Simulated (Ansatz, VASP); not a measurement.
TiB2 in VASP and in Ansatz

```
Ti B
1.0
     3.04828    0.00000    0.00000
    -1.52414    2.63988    0.00000
     0.00000    0.00000    3.24896
Ti B
1 2
Cartesian
  0.0000 0.0000 0.0000
  0.0000 1.7599 1.6245
  1.5241 0.8800 1.6245
```

Alike in both runs: functional RPBE; k mesh 13 × 13 × 10; occupations methfessel-paxton of order 1, width 0.05 eV; no spin polarisation.

Ansatz relaxed the structure, and its values are those at the end. VASP's run is a single point on that final structure, the one shown.

```csv
,VASP,Ansatz
version,VASP 6.6.1,Ansatz 0.2.0
potentials or method,"VASP PAW PBE potentials, release 64 (Ti_sv, B)","plane waves, PAW"
plane-wave cutoff (eV),520,420
valence electrons in the cell,18,18
```

```csv
,VASP,Ansatz,Ansatz less VASP
pressure (GPa),0.1,0.0,-0.11
```

VASP's potentials were made for PBE, not for RPBE.
